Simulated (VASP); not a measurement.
# H8CO6 in VASP: further runs, part 2 of 2

VASP 6.6.1. Earlier steps stand in the parts before.

## (3) Single point, PBEsol

File INCAR:

```
PREC = Accurate
ENCUT = 520
EDIFF = 1E-6
ISMEAR = -1
SIGMA = 0.05
LREAL = Auto
LASPH = T
NELM = 60
ALGO = Normal
ISIF = 2
LWAVE = F
LCHARG = F
GGA = PS
NBANDS = 37
```

File KPOINTS:

```
Automatic mesh
0
Gamma
  1 1 1
```

File POSCAR:

```
H8CO6
1.0
    5.5112720000      0.0000000000      0.0000000000
    0.0000000000      5.5112720000      0.0000000000
    0.0000000000      0.0000000000      5.5112720000
O H C
6 8 1
Direct
    0.8436346455      1.0770290416      0.4094517563
    0.3735979643      0.5017353526      0.3075333607
   -0.0398093217      0.6673595497      0.8077082750
    0.8856576123      0.2469847251     -0.0502787741
    0.4681496395      0.7306298800     -0.1877243584
    0.3892204921      1.0512273755      0.0707459185
    0.8343445941      0.9017881897      0.4390637951
    0.8897401544      1.1780220610      0.5449195757
    0.2288400935      0.5920956179      0.2349548344
    0.3366010605      0.3360385769      0.3401936976
   -0.0387750777      0.8183228844      0.7195616547
   -0.2243039356      0.5973575610      0.8063292830
    0.9529197615      0.4193587252     -0.0366158665
    0.8287016137      0.1863998003      0.1047489581
    0.4252194412      0.8685653693     -0.0348195480
```

Potentials or basis: VASP PAW PBE potentials, release 64 (O, H, C).

Launch:

```console
$ cat potpaw_PBE.64/O/POTCAR potpaw_PBE.64/H/POTCAR potpaw_PBE.64/C/POTCAR > POTCAR
$ mpirun -np 1 vasp_gam > vasp.out
```

OUTCAR:

```text
PREC = Accurate
   ENCUT = 520
   EDIFF = 1E-6
   ISMEAR = -1
   LREAL = Auto
   LASPH = T
   NELM = 60
   ISIF = 2
   GGA = PS

 ion  position               nearest neighbor table
   1  0.844  0.077  0.409-   8 0.97   7 0.98
   2  0.374  0.502  0.308-  10 0.95   9 1.02
   3  0.960  0.667  0.808-  11 0.96  12 1.09
   4  0.886  0.247  0.950-  14 0.97  13 1.02
   5  0.468  0.731  0.812-  15 1.16
   6  0.389  0.051  0.071-  15 1.18
   7  0.834  0.902  0.439-   1 0.98
   8  0.890  0.178  0.545-   1 0.97
   9  0.229  0.592  0.235-   2 1.02
  10  0.337  0.336  0.340-   2 0.95
  11  0.961  0.818  0.720-   3 0.96
  12  0.776  0.597  0.806-   3 1.09
  13  0.953  0.419  0.963-   4 1.02
  14  0.829  0.186  0.105-   4 0.97
  15  0.425  0.869  0.965-   5 1.16   6 1.18

  LATTYP: Found a simple cubic cell.
 ALAT       =     5.5112720000

  Lattice vectors:

 A1 = (   5.5112720000,   0.0000000000,   0.0000000000)
 A2 = (   0.0000000000,   5.5112720000,   0.0000000000)
 A3 = (   0.0000000000,   0.0000000000,   5.5112720000)

Analysis of symmetry for initial positions (statically):
=====================================================================
 Subroutine PRICEL returns:
 Original cell was already a primitive cell.

 Routine SETGRP: Setting up the symmetry group for a
 simple cubic supercell.

 Subroutine GETGRP returns: Found  1 space group operations
 (whereof  1 operations were pure point group operations)
 out of a pool of 48 trial point group operations.

The static configuration has the point symmetry C_1 .

Analysis of symmetry for dynamics (positions and initial velocities):
[... 140 lines left out ...]
   AEXX    =    0.0000 exact exchange contribution
   IVDW    =     0    specifies the selected vdW correction
   LEPSILON=     F    determine dielectric tensor
   LRPA    =     F    only Hartree local field effects (RPA)
 non-spin polarized calculation
  energy-cutoff  :      520.00
  volume of cell :      167.40
 maximum number of plane-waves:      2277
 NGX is ok and might be reduce to    42
   NGX = 21   NGY = 21   NGZ = 21

 number of electron      48.0000000 magnetization

 Free energy of the ion-electron system (eV)
  ---------------------------------------------------
  ext. energy  EPLUGINS =         0.00000000
  ---------------------------------------------------
  free energy    TOTEN  =       -80.34484415 eV

  energy without entropy =      -80.34484415  energy(sigma->0) =      -80.34484415

 E-fermi :  -1.5459     XC(G=0):  -7.0973

 val. band max:       -2.8024489949   @ k =   0.0000   0.0000   0.0000
 cond. band min:       0.7624420281   @ k =   0.0000   0.0000   0.0000
 fundamental gap:      3.5648910230
 Fermi energy:        -1.5458941340

 k-point     1 :       0.0000    0.0000    0.0000
  band No.  band energies     occupation
      1     -25.5616      2.00000
      2     -24.3255      2.00000
      3     -22.0338      2.00000
      4     -21.5900      2.00000
      5     -21.1361      2.00000
      6     -20.3382      2.00000
[... 28 lines left out ...]
     35       8.1203      0.00000
     36       8.8208      0.00000
 [bands above 36 left out]

------------------------ aborting loop because EDIFF is reached ----------------------------------------

  FORCE on cell =-STRESS in cart. coord.  units (eV):
  Direction    XX          YY          ZZ          XY          YZ          ZX
  --------------------------------------------------------------------------------------
  -------------------------------------------------------------------------------------
  Total       -1.2872468     -0.6586715      3.3675108     -1.0774140      0.6853832     -1.0218819
  in kB      -12.3201746     -6.3041122     32.2302772    -10.3118755      6.5597684     -9.7803802
  external PRESSURE =       4.5353301 kB  Pullay stress =       0.0000000 kB

 VOLUME and BASIS-vectors are now :
 -----------------------------------------------------------------------------
  energy-cutoff  :      520.00
  volume of cell :      167.40
      direct lattice vectors                 reciprocal lattice vectors
     5.511272000  0.000000000  0.000000000     0.181446316  0.000000000  0.000000000
     0.000000000  5.511272000  0.000000000     0.000000000  0.181446316  0.000000000
     0.000000000  0.000000000  5.511272000     0.000000000  0.000000000  0.181446316

 POSITION                                       TOTAL-FORCE (eV/Angst)
 -----------------------------------------------------------------------------------
      4.64950      0.42453      2.25660        -0.270734     -0.743548     -0.980665
      2.05900      2.76520      1.69490        -0.806414      2.767721     -0.768023
      5.29187      3.67800      4.45150        -2.976350     -1.616879     -0.305823
      4.88110      1.36120      5.23417         0.489003      1.630271     -0.717179
      2.58010      4.02670      4.47667         0.234440     -1.509505     -0.492692
      2.14510      0.28233      0.38990        -0.210742     -1.130277      0.761957
      4.59830      4.97000      2.41980         0.002333      0.750541      0.355853
      4.90360      0.98113      3.00320        -0.026313     -0.322662      0.922736
      1.26120      3.26320      1.29490         1.335411     -1.684715      1.019691
      1.85510      1.85200      1.87490        -0.625243     -0.914137     -0.213642
      5.29757      4.51000      3.96570        -0.048908      0.422744      0.115553
      4.27507      3.29220      4.44390         3.026262      1.525690     -0.299737
      5.25180      2.31120      5.30947        -0.344273     -2.165364      0.300472
      4.56720      1.02730      0.57730         0.168480      0.197776      0.534465
      2.34350      4.78690      5.31937         0.053047      2.792344     -0.232968
 -----------------------------------------------------------------------------------
    total drift:                               -0.002598     -0.000571     -0.006328

  FREE ENERGIE OF THE ION-ELECTRON SYSTEM (eV)
  ---------------------------------------------------
  free  energy   TOTEN  =       -80.3448441474 eV

  energy  without entropy=      -80.3448441474  energy(sigma->0) =      -80.34484415
```

Wall time 10 s (1 thread of Intel Xeon 6975P-C (Granite Rapids), shared host); peak memory 0.23 GiB.

Results:

```
Free energy            : -80.3448 eV
Pressure               : 0.5 GPa
Largest force          : 3.402 eV/Å
Band gap on the k mesh : 3.56 eV
```

Forces in eV/Å, atoms in the order of the input:
```
O   -0.271 -0.744 -0.981
O   -0.806  2.768 -0.768
O   -2.976 -1.617 -0.306
O    0.489  1.630 -0.717
O    0.234 -1.510 -0.493
O   -0.211 -1.130  0.762
H    0.002  0.751  0.356
H   -0.026 -0.323  0.923
H    1.335 -1.685  1.020
H   -0.625 -0.914 -0.214
H   -0.049  0.423  0.116
H    3.026  1.526 -0.300
H   -0.344 -2.165  0.300
H    0.168  0.198  0.534
C    0.053  2.792 -0.233
```

Caveat: the k points lie up to 1.14 Å⁻¹ apart; the PAW data sets were made with another functional, which shifts forces and pressure a little.
